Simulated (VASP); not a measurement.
Input of a VASP 6.6.1 run:

INCAR

```
SYSTEM = Sc
PREC = Accurate ; ENCUT = 520
EDIFF = 1E-7 ; ISMEAR = -1
SIGMA = 0.08 ; LREAL = .FALSE.
LASPH = .TRUE. ; NELM = 100
ALGO = Normal ; ISIF = 2
LWAVE = .FALSE. ; LCHARG = .TRUE.
GGA = PE ; LELF = .TRUE.
LVHAR = .TRUE. ; NBANDS = 18
```

KPOINTS

```
Automatic mesh
0
G
  14 14 14
  0 0 0
```

The input POSCAR:

```
Sc
1.0
   -2.8222155172      2.8222155172      1.5544685757
    2.8222155172     -2.8222155172      1.5544685757
    2.8222155172      2.8222155172     -1.5544685757
Sc
2
Direct
   -0.3750000000     -0.1250000000     -0.2500000000
    0.3750000000      0.1250000000      0.2500000000
```

Potentials or basis: VASP PAW PBE potentials, release 64 (Sc_sv).

The run is started by

```bash
$ cat potpaw_PBE.64/Sc_sv/POTCAR > POTCAR
$ mpirun -np 1 vasp_std > vasp.out
```

(1) Estimate the pressure.

(2) Estimate the band gap on the k mesh.

Results:

(1) 0.0 GPa.

(2) zero (bands 11 and 12 overlap by 0.88 eV).
